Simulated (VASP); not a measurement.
Fe:

```
CELL_PARAMETERS angstrom
-1.44750 1.44750 1.44750
1.44750 -1.44750 1.44750
1.44750 1.44750 -1.44750
ATOMIC_POSITIONS crystal
Fe 0.00000 0.00000 0.00000
```

Program: VASP 6.6.1. Alike in all runs: task single point; level PBE; potentials or basis VASP PAW PBE potentials, release 64 (Fe); cell as given; k mesh 13 × 13 × 13; cutoff (eV) 600; smearing fermi-dirac 0.05 eV.

Problem. Order these runs on this cell by their pressure, lowest first.
A. spin collinear, ferromagnetic start; fixed moment (μB) 2.6
B. spin collinear, zero start; fixed moment (μB) 0.0
C. spin collinear, ferromagnetic start; fixed moment (μB) 1.04
D. spin collinear, ferromagnetic start; fixed moment (μB) 1.56
E. spin collinear, ferromagnetic start; fixed moment (μB) 0.52

Solution. B (-27.8 GPa), E (-26.2 GPa), C (-23.6 GPa), D (-20.3 GPa), A (-3.9 GPa).

Caveats: the total moment is fixed, so each spin has its own Fermi level.
